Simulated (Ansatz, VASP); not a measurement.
O in VASP and in Ansatz

Contents of INCAR:

```
PREC = Accurate
ENCUT = 520
EDIFF = 1E-6
ISMEAR = 0
SIGMA = 0.15
LREAL = F
LASPH = T
NELM = 100
ALGO = Normal
ISIF = 2
LWAVE = F
LCHARG = T
GGA = PE
IVDW = 12
LELF = T
LVHAR = T
NBANDS = 13
```

The input KPOINTS:

```
regular mesh
0
Gamma
  14 14 14
```

The input POSCAR:

```
O
1.0
    0.0000000000      1.7007220374      4.0792735047
    1.6890173498      0.0000000000      4.0792735047
    1.6890173498      1.7007220374      0.0000000000
O
2
Direct
    0.0521932889      0.0917951897      0.9052820691
    0.9478067111      0.9082048103      0.0947179309
```

Input for Ansatz:

```yaml
crystal:
  lattice:
    - [0.0, 1.7007220374, 4.0792735047]
    - [1.6890173498, 0.0, 4.0792735047]
    - [1.6890173498, 1.7007220374, 0.0]
  atoms:
    - { symbol: O, position: [0.0521932889, 0.0917951897, 0.9052820691] }
    - { symbol: O, position: [0.9478067111, 0.9082048103, 0.0947179309] }
basis:
  ecutwfc: 420
kpoints:
  mp_grid: { grid: [14, 14, 14] }
hamiltonian:
  xc: pbe
  dispersion: d3bj
scf:
  occupations: { method: gaussian, width: 0.15 }
output:
  forces: true
  stress: true
  eigenvalues: true
```

Change from the starting cell: atom 1 moved 0.15 Å.

Alike in both runs: task single point; functional PBE; dispersion D3(BJ); k mesh 14 × 14 × 14; occupations gaussian, width 0.15 eV; no spin polarisation.

|  | VASP | Ansatz |
| --- | --- | --- |
| version | VASP 6.6.1 | Ansatz 0.2.0 |
| potentials or method | VASP PAW PBE potentials, release 64 (O), cutoff 520 eV | scalar-relativistic, plane waves, PAW |
| valence electrons in the cell | 12 | 12 |

|  | VASP | Ansatz | Ansatz less VASP |
| --- | --- | --- | --- |
| gap on the k mesh at the Fermi level (eV) | none | none | - |
| pressure (GPa) | 10.9 | 6.8 | -4.12 |
| traceless stress, the component that is largest in VASP (GPa) | 21.22 | 12.73 | -8.492 |
| rms of the force components (eV/Å) | 2.369 | 1.469 | -0.9001 |

Atom by atom the forces differ by 0.947 eV/Å (rms over components). A gap of «none» marks a metal or a gap that the smearing closes.

Noted on VASP's run: the standard files for N, O and F lose accuracy on very short bonds; spin is off for a triplet molecule.
